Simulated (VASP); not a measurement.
# Cu (Cmce) in VASP: relaxation of cell and atoms with r2SCAN

Aim: the relaxation of cell and atoms of Cu with r2SCAN.

Everything below comes from runs of VASP 6.6.1. Logs are shortened: lines on timing, memory, paths and dates and some standing lists are left out, and cuts for length are marked.

**1. The cell of the first run**

Symmetry: Cmce, No. 64, orthorhombic system. The conventional cell has a = 2.836 Å, b = 8.997 Å, c = 3.753 Å, α = 90.00°, β = 90.00°, γ = 90.00°. Within 2.5 Å of Cu (site symmetry m) lie 3 Cu at 1.86 to 1.89 Å.

**2. Relaxation of cell and atoms, r2SCAN**

The input, POSCAR:

```
Cu
1.0
    1.4180567933     -4.4983674713      0.0000000000
    1.4180567933      4.4983674713      0.0000000000
    0.0000000000      0.0000000000      3.7529237189
Cu
4
Direct
    0.0980000000      0.9020000000      0.9100000000
    0.5980000000      0.4020000000      0.5900000000
    0.9020000000      0.0980000000      0.0900000000
    0.4020000000      0.5980000000      0.4100000000
```

The input, INCAR.step1:

```
PREC = Accurate
ENCUT = 600
ISMEAR = 0
SIGMA = 0.1
LREAL = F
LASPH = T
NELM = 100
GGA = PE
ALGO = Normal
EDIFF = 1E-4
LWAVE = T
LCHARG = F
```

The input, INCAR.step2:

```
PREC = Accurate
ENCUT = 600
EDIFF = 1E-7
ISMEAR = 0
SIGMA = 0.1
LREAL = F
LASPH = T
NELM = 100
ALGO = Normal
ISIF = 3
LWAVE = F
LCHARG = F
METAGGA = R2SCAN
LMIXTAU = T
IBRION = 2
NSW = 90
EDIFFG = -0.04
ISTART = 1
```

The input, KPOINTS:

```
regular mesh
0
Gamma
  6 6 4
```

Potentials or basis: VASP PAW PBE potentials, release 64 (Cu).

Run with:

```console
cat potpaw_PBE.64/Cu/POTCAR > POTCAR
cp INCAR.step1 INCAR
mpirun -np 1 vasp_std > vasp.out
cp INCAR.step2 INCAR
mpirun -np 1 vasp_std > vasp.out
```

OUTCAR:

```text
PREC = Accurate
   ENCUT = 600
   EDIFF = 1E-7
   ISMEAR = 0
   LREAL = F
   LASPH = T
   NELM = 100
   ISIF = 3
   METAGGA = R2SCAN
   IBRION = 2
   NSW = 90
   EDIFFG = -0.04
   ISTART = 1

 ion  position               nearest neighbor table
   1  0.098  0.902  0.910-   2 1.86   2 1.86   3 1.89
   2  0.598  0.402  0.590-   1 1.86   1 1.86   4 1.89
   3  0.902  0.098  0.090-   4 1.86   4 1.86   1 1.89
   4  0.402  0.598  0.410-   3 1.86   3 1.86   2 1.89

  LATTYP: Found a base centered orthorhombic cell.
 ALAT       =     2.8361135866
 B/A-ratio  =     3.1722054381
 C/A-ratio  =     1.3232628399

  Lattice vectors:

 A1 = (   1.4180567933,  -4.4983674713,   0.0000000000)
 A2 = (   1.4180567933,   4.4983674713,   0.0000000000)
 A3 = (   0.0000000000,   0.0000000000,   3.7529237189)

Analysis of symmetry for initial positions (statically):
=====================================================================
 Subroutine PRICEL returns:
 Original cell was already a primitive cell.

 Routine SETGRP: Setting up the symmetry group for a
 base centered orthorhombic supercell.

 Subroutine GETGRP returns: Found  8 space group operations
 (whereof  4 operations were pure point group operations)
 out of a pool of  8 trial point group operations.

The static configuration has the point symmetry C_2h.
 The point group associated with its full space group is D_2h.

Analysis of symmetry for dynamics (positions and initial velocities):
=====================================================================
 Subroutine PRICEL returns:
 Original cell was already a primitive cell.

 Routine SETGRP: Setting up the symmetry group for a
 base centered orthorhombic supercell.

 Subroutine GETGRP returns: Found  8 space group operations
 (whereof  4 operations were pure point group operations)
 out of a pool of  8 trial point group operations.

The dynamic configuration has the point symmetry C_2h.
 The point group associated with its full space group is D_2h.

 Subroutine INISYM returns: Found  8 space group operations
 (whereof  4 operations are pure point group operations),
 and found     1 'primitive' translations

----------------------------------------------------------------------------------------

                                     Primitive cell

  volume of cell :      47.8794

  direct lattice vectors                    reciprocal lattice vectors
     1.418056793 -4.498367471  0.000000000     0.352595187 -0.111151435  0.000000000
     1.418056793  4.498367471  0.000000000     0.352595187  0.111151435  0.000000000
     0.000000000  0.000000000  3.752923719     0.000000000  0.000000000  0.266458920

  length of vectors
     4.716587217  4.716587217  3.752923719     0.369699888  0.369699888  0.266458920

  position of ions in fractional coordinates (direct lattice)
     0.098000000  0.902000000  0.910000000
     0.598000000  0.402000000  0.590000000
     0.902000000  0.098000000  0.090000000
     0.402000000  0.598000000  0.410000000

  ion indices of the primitive-cell ions
   primitive index   ion index
                 1           1
                 2           2
                 3           3
                 4           4

----------------------------------------------------------------------------------------

 KPOINTS: regular mesh

Automatic generation of k-mesh.
 Grid dimensions read from file:
 generate k-points for:    6    6    4

 Generating k-lattice:

  Cartesian coordinates                     Fractional coordinates (reciprocal lattice)
     0.058765864 -0.018525239  0.000000000     0.166666667  0.000000000  0.000000000
     0.058765864  0.018525239  0.000000000     0.000000000  0.166666667  0.000000000
     0.000000000  0.000000000  0.066614730     0.000000000  0.000000000  0.250000000

  Length of vectors
     0.061616648  0.061616648  0.066614730

  Shift w.r.t. Gamma in fractional coordinates (k-lattice)
     0.000000000  0.000000000  0.000000000

 Subroutine IBZKPT returns following result:
 ===========================================

 Found     39 irreducible k-points:

 Following reciprocal coordinates:
            Coordinates               Weight
  0.000000  0.000000  0.000000      1.000000
  0.166667 -0.000000  0.000000      4.000000
  0.333333 -0.000000  0.000000      4.000000
  0.500000 -0.000000  0.000000      2.000000
  0.166667  0.166667  0.000000      2.000000
  0.333333  0.166667  0.000000      4.000000
[... 16 lines left out ...]
  0.333333  0.333333  0.250000      4.000000
  0.500000  0.333333  0.250000      8.000000
 [... further k-points ...]
   k-points           NKPTS =     39   k-points in BZ     NKDIM =     39   number of bands    NBANDS=     26
   number of dos      NEDOS =    301   number of ions     NIONS =      4
   total plane-waves  NPLWV =  48000
   dimension x,y,z NGX =    40 NGY =   40 NGZ =   30
   dimension x,y,z NGXF=    80 NGYF=   80 NGZF=   60
   ions per type =               4
   NGX,Y,Z   is equivalent  to a cutoff of  14.10, 14.10, 13.29 a.u.
   NGXF,Y,Z  is equivalent  to a cutoff of  28.20, 28.20, 26.58 a.u.
 SYSTEM =  unknown system
   PREC   = accura    normal or accurate (medium, high low for compatibility)
   ISTART =      1    job   : 0-new  1-cont  2-samecut
   ICHARG =      0    charge: 1-file 2-atom 10-const
   ISPIN  =      1    spin polarized calculation?
   LNONCOLLINEAR =      F non collinear calculations
   LSORBIT =      F    spin-orbit coupling
   LASPH  =      T    aspherical Exc in radial PAW
   ENCUT  =  600.0 eV  44.10 Ry    6.64 a.u.   9.42  9.42  7.50*2*pi/ulx,y,z
   NELM   =    100;   NELMIN=  2; NELMDL=  0     # of ELM steps
   EDIFF  = 0.1E-06   stopping-criterion for ELM
   LREAL  =      F    real-space projection
   EDIFFG = -.4E-01   stopping-criterion for IOM
   NSW    =     90    number of steps for IOM
   IBRION =      2    ionic relax: 0-MD 1-quasi-New 2-CG
   NFREE  =      1    steps in history (QN), initial steepest desc. (CG)
   ISIF   =      3    stress and relaxation
   ISYM   =      2    0-nonsym 1-usesym 2-fastsym
   POTIM  = 0.5000    time-step for ionic-motion
   TEBEG  =    0.0;   TEEND  =   0.0 temperature during run
   PSTRESS=    0.0 pullay stress
   NELECT =      44.0000    total number of electrons
   NUPDOWN=      -1.0000    fix difference up-down
   EMIN   =  10.00;   EMAX   =-10.00  energy-range for DOS
   EFERMI =   0.00;   METHOD = LEGACY
   ISMEAR =     0;   SIGMA  =   0.10  broadening in eV -4-tet -1-fermi 0-gaus
   EFERMI_NEDOS =   21; number of points for ismear=-14 and -15
   IALGO  =     38    algorithm
   IMIX   =      4    mixing-type and parameters
     AMIX     =   0.40;   BMIX     =  1.00
     AMIX_MAG =   1.60;   BMIX_MAG =  1.00
  volume/ion in A,a.u.               =      11.97        80.78
  Fermi-wavevector in a.u.,A,eV,Ry     =   1.591633  3.007750 34.467583  2.533296
  Thomas-Fermi vector in A             =   2.690143
   LORBIT       =      0    0 simple, 1 ext, 2 COOP (PROOUT), +10 PAW based schemes
   METAGGA = R2SCAN    functional components
   LHFCALC =     F    Hartree Fock is set to
   AEXX    =    0.0000 exact exchange contribution
   IVDW    =     0    specifies the selected vdW correction
   LEPSILON=     F    determine dielectric tensor
   LRPA    =     F    only Hartree local field effects (RPA)
 conjugate gradient relaxation of ions
 non-spin polarized calculation
 Gauss-broadening in eV      SIGMA  =   0.10
  energy-cutoff  :      600.00
  volume of cell :       47.88
 maximum number of plane-waves:      1627
 NGX is ok and might be reduce to    40
   NGX = 19   NGY = 19   NGZ = 15

--------------------------------------- Ionic step        1  -------------------------------------------

 number of electron      43.9999997 magnetization

 Free energy of the ion-electron system (eV)
  ---------------------------------------------------
  ext. energy  EPLUGINS =         0.00000000
  ---------------------------------------------------
  free energy    TOTEN  =       -32.66865409 eV

  energy without entropy =      -32.66789736  energy(sigma->0) =      -32.66827573

------------------------ aborting loop because EDIFF is reached ----------------------------------------

  FORCE on cell =-STRESS in cart. coord.  units (eV):
  Direction    XX          YY          ZZ          XY          YZ          ZX
  --------------------------------------------------------------------------------------
  -------------------------------------------------------------------------------------
  Total       35.8816563     21.6386753     28.4513292      0.0000000     -0.0000000      0.0000000
  in kB     1200.7007362    724.0906926    952.0611747      0.0000000     -0.0000000      0.0000000
  external PRESSURE =     958.9508678 kB  Pullay stress =       0.0000000 kB
[... 95 lines left out ...]
  FREE ENERGIE OF THE ION-ELECTRON SYSTEM (eV)
  ---------------------------------------------------
  free  energy   TOTEN  =       -36.5068749199 eV

  energy  without entropy=      -36.4988526081  energy(sigma->0) =      -36.50286376

 E-fermi :   1.5094     XC(G=0):  -9.5809

 val. band max:        1.4950377621   @ k =  -0.3333   0.1667   0.2500
 cond. band min:       1.5955203368   @ k =   0.3333   0.1667   0.5000
 fundamental gap:      0.1004825747
 Fermi energy:         1.5093611179

 k-point     1 :       0.0000    0.0000    0.0000
  band No.  band energies     occupation
      1      -3.9307      2.00000
      2      -1.1026      2.00000
      3      -0.9854      2.00000
      4      -0.8727      2.00000
      5      -0.7151      2.00000
      6      -0.6669      2.00000
[... 685 lines left out ...]
     25       4.9524      0.00000
     26       8.4942      0.00000

 [... further k-points ...]

 E-fermi :   4.1503     XC(G=0): -11.6805

 val. band max:        4.0653287508   @ k =   0.5000  -0.0000   0.5000
 cond. band min:       4.1529340926   @ k =   0.1667  -0.0000   0.0000
 fundamental gap:      0.0876053418
 Fermi energy:         4.1502675645

 k-point     1 :       0.0000    0.0000    0.0000
  band No.  band energies     occupation
      1      -3.2364      2.00000
      2       0.3906      2.00000
      3       0.4569      2.00000
      4       0.7477      2.00000
      5       0.8576      2.00000
      6       0.9970      2.00000
[... 685 lines left out ...]
     25       9.2720      0.00000
     26      12.4702      0.00000

 [... further k-points ...]

[... ionic steps 4 to 25 ...]

--------------------------------------- Ionic step       26  -------------------------------------------

 number of electron      43.9999981 magnetization

------------------------ aborting loop because EDIFF is reached ----------------------------------------
[... 71 lines left out ...]
--------------------------------------- Ionic step       28  -------------------------------------------

 number of electron      43.9999985 magnetization

 Free energy of the ion-electron system (eV)
  ---------------------------------------------------
  ext. energy  EPLUGINS =         0.00000000
  ---------------------------------------------------
  free energy    TOTEN  =       -42.57217550 eV

  energy without entropy =      -42.56637054  energy(sigma->0) =      -42.56927302

 E-fermi :   6.9970     XC(G=0): -13.5198

 val. band max:        6.9379678175   @ k =  -0.1667   0.1667   0.0000
 cond. band min:       7.0471080988   @ k =   0.1667  -0.0000   0.0000
 fundamental gap:      0.1091402812
 Fermi energy:         6.9970337050

 k-point     1 :       0.0000    0.0000    0.0000
  band No.  band energies     occupation
      1      -2.3618      2.00000
      2       1.9448      2.00000
      3       2.0011      2.00000
      4       2.2426      2.00000
      5       2.6663      2.00000
      6       3.2064      2.00000
[... 685 lines left out ...]
     25      16.0838      0.00000
     26      16.2621      0.00000

 [... further k-points ...]
[... 5 lines left out ...]
  --------------------------------------------------------------------------------------
  -------------------------------------------------------------------------------------
  Total       -0.0431670     -0.0143742      0.1216590      0.0000000      0.0000000      0.0000000
  in kB       -1.4291475     -0.4758925      4.0278106      0.0000000      0.0000000      0.0000000
  external PRESSURE =       0.7075902 kB  Pullay stress =       0.0000000 kB
[... 19 lines left out ...]
  FREE ENERGIE OF THE ION-ELECTRON SYSTEM (eV)
  ---------------------------------------------------
  free  energy   TOTEN  =       -42.5721755018 eV

  energy  without entropy=      -42.5663705439  energy(sigma->0) =      -42.56927302

 reached required accuracy - stopping structural energy minimisation
```

It took 53 min on 1 thread of Intel Xeon 6975P-C (Granite Rapids), shared host; peak memory 0.27 GiB.

What came out:

```yaml
Free_energy: -42.5722 eV
Relaxed_volume: 12.10 Å³/atom
Relaxed_cell: a = 4.646 Å, b = 4.646 Å, c = 4.159 Å, α = 90.00°, β = 90.00°, γ = 147.38°
Space_group_after_relaxing_to_0.05_Å: Fmmm (No. 69)
Energy_gained_by_relaxing: 2475.9 meV/atom
Ionic_steps: 28
Pressure_after_relaxing: 0.1 GPa
Largest_force_after_relaxing: 0.012 eV/Å
Band_gap_on_the_k_mesh: zero (band 22 reaches 10.03 eV, above the bottom of band 23 at 5.44 eV)
```

Forces in eV/Å, atoms in the order of the input:
```
Cu   0.000  0.012  0.001
Cu   0.000  0.012 -0.001
Cu   0.000 -0.012 -0.001
Cu   0.000 -0.012  0.001
```

Step by step:
```
step  energy change (eV)  largest force (eV/Å)  pressure (GPa)  volume (Å³)
   1              0.0000               11.8703           95.90        47.88
   2             -2.8984                0.4440          -13.42       116.18
   3             -3.8382                0.2699          -15.36       104.55
   4             -4.8056                0.1675          -17.33        94.56
   5             -7.6043                0.8557          -15.83        68.64
   6             -7.5507                3.0879            2.78        57.65
   7             -7.8555                1.4917          -11.02        63.86
   8             -7.8641                1.8169           -8.40        62.23
   9             -7.8664                1.7494           -8.96        62.55
  10             -8.7319                1.5347           -9.00        57.13
  11             -9.3678                0.5040           12.60        46.41
  12             -9.4545                1.1501           -0.87        50.26
  13             -9.4899                0.9411            2.79        48.91
  14             -9.6579                1.1328            8.60        46.97
  15             -9.7386                0.4294            4.84        47.68
  16             -9.8307                0.0335           -3.40        50.07
  17             -9.8336                0.0763           -2.28        49.68
  18             -9.8565                0.0311           -0.25        48.80
  19             -9.8605                0.0606            1.41        48.19
  20             -9.8738                0.0809            1.70        48.02
  21             -9.8830                0.1105            2.29        47.76
  22             -9.8999                0.0727            0.05        48.44
  23             -9.9014                0.0591           -0.72        48.69
  24             -9.9015                0.0579           -0.79        48.72
  25             -9.9030                0.0359           -0.24        48.52
  26             -9.9028                0.0299            0.45        48.27
  27             -9.9032                0.0278            0.09        48.40
  28             -9.9035                0.0118            0.07        48.39
```

Final structure:
```
Cu
1.0
     1.30460   -4.45904    0.00000
     1.30460    4.45904    0.00000
     0.00000    0.00000    4.15947
Cu
4
Direct
  0.13365 0.86635 0.99998
  0.63365 0.36635 0.50002
  0.86635 0.13365 0.00002
  0.36635 0.63365 0.49998
```

Levels at points of the mesh, in eV from the Fermi level:
```tsv
k point	band 20	band 21	band 22	band 23	band 24	band 25
(0.00, 0.00, 0.00)	-1.38	-1.32	-1.24	-0.67	2.86	4.28
(0.50, 0.00, 0.00)	-1.57	-0.11	-0.11	2.96	2.96	8.13
(0.50, 0.50, 0.00)	-1.46	-1.40	-1.29	2.16	3.13	4.95
(0.00, 0.00, 0.50)	-1.99	-1.97	-1.97	2.43	2.43	3.65
(0.50, 0.00, 0.50)	-1.48	0.12	0.12	2.04	2.04	3.82
(0.50, 0.50, 0.50)	-1.69	-1.64	-1.64	-1.55	-1.55	11.97
```

Caveat: the k points lie up to 0.42 Å⁻¹ apart in the final cell; the PAW data sets were made with another functional, which shifts forces and pressure a little.
